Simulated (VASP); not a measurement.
Input of a VASP 6.6.1 run:

Contents of INCAR:

```
PREC     = Accurate       # precision mode
ENCUT    = 500            # plane-wave cutoff, eV
EDIFF    = 1E-6           # SCF threshold, eV
ISMEAR   = 0              # smearing method
SIGMA    = 0.01           # smearing width, eV
LREAL    = F              # projectors in reciprocal space
LASPH    = T              # aspherical terms in the spheres
NELM     = 120            # most SCF steps
ALGO     = Normal         # electronic algorithm
ISIF     = 2              # what is computed and relaxed
LWAVE    = F              # write WAVECAR
LCHARG   = F              # write CHGCAR
GGA      = PS             # functional
NBANDS   = 16             # bands
GGA_COMPAT= F
```

Contents of KPOINTS:

```
regular mesh
0
Gamma
  8 8 8
```

The input POSCAR:

```
CdSe
1.0
    0.0000000000      3.0250000000      3.0250000000
    3.0250000000      0.0000000000      3.0250000000
    3.0250000000      3.0250000000      0.0000000000
Cd Se
1 1
Direct
    0.0000000000      0.0000000000      0.0000000000
    0.2500000000      0.2500000000      0.2500000000
```

Potentials or basis: VASP PAW PBE potentials, release 64 (Cd, Se).

Command:

```sh
$ cat potpaw_PBE.64/Cd/POTCAR potpaw_PBE.64/Se/POTCAR > POTCAR
$ mpirun -np 1 vasp_std > vasp.out
```

(1) Predict the pressure.

(2) What does it give for the band gap on the k mesh?

## Answers

(1) 1.2 GPa.

(2) 0.51 eV.

Caveat: the PAW data sets were made with another functional, which shifts forces and pressure a little.
